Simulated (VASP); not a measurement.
## Zr3S2: single point with PBE

Zr3S2:

```
Zr S
1.0
     2.89521    1.67155    3.48037
    -2.89521    1.67155    3.48037
     0.00000   -3.34310    3.48037
Zr S
3 2
Direct
  0.16211 0.83789 0.50000
  0.50000 0.16211 0.83789
  0.83789 0.50000 0.16211
  0.33478 0.33478 0.33478
  0.66522 0.66522 0.66522
```

```
Program                : VASP 6.6.1
Task                   : single point
Functional             : PBE
Potentials or basis    : VASP PAW PBE potentials, release 64 (Zr_sv, S)
Cutoff                 : 520 eV
k mesh                 : 12 × 12 × 12
Occupations            : gaussian, width 0.15 eV
Spin                   : no spin polarisation
Dipole correction      : no
Further INCAR settings : ALGO = Normal; EDIFF = 1e-06; NBANDS = 32
```

- Pressure: 0.0 GPa
- Largest force: 0.006 eV/Å
- Band gap on the k mesh: zero (band 24 reaches 9.16 eV, above the bottom of band 25 at 8.83 eV)

Forces in eV/Å, atoms in the order of the input:
```
Zr  -0.006  0.000  0.000
Zr   0.003 -0.005  0.000
Zr   0.003  0.005  0.000
S    0.000  0.000  0.003
S    0.000  0.000 -0.003
```

Levels at points of the mesh, in eV from the Fermi level:
| k point | band 22 | band 23 | band 24 | band 25 | band 26 | band 27 |
| --- | --- | --- | --- | --- | --- | --- |
| (0.00, 0.00, 0.00) | -1.83 | 0.11 | 0.11 | 0.70 | 0.70 | 2.02 |
| (0.50, 0.00, 0.00) | -1.12 | -0.85 | -0.66 | -0.12 | 1.03 | 1.77 |
| (0.50, 0.50, 0.00) | -1.21 | -0.83 | -0.28 | -0.03 | 0.92 | 1.92 |
| (0.50, 0.50, 0.50) | -0.38 | -0.18 | -0.18 | 0.34 | 0.34 | 1.08 |

Wall time 13 min on 1 thread of Oxide Virtual Turin-like Processor (shared host), peak memory 0.51 GiB.
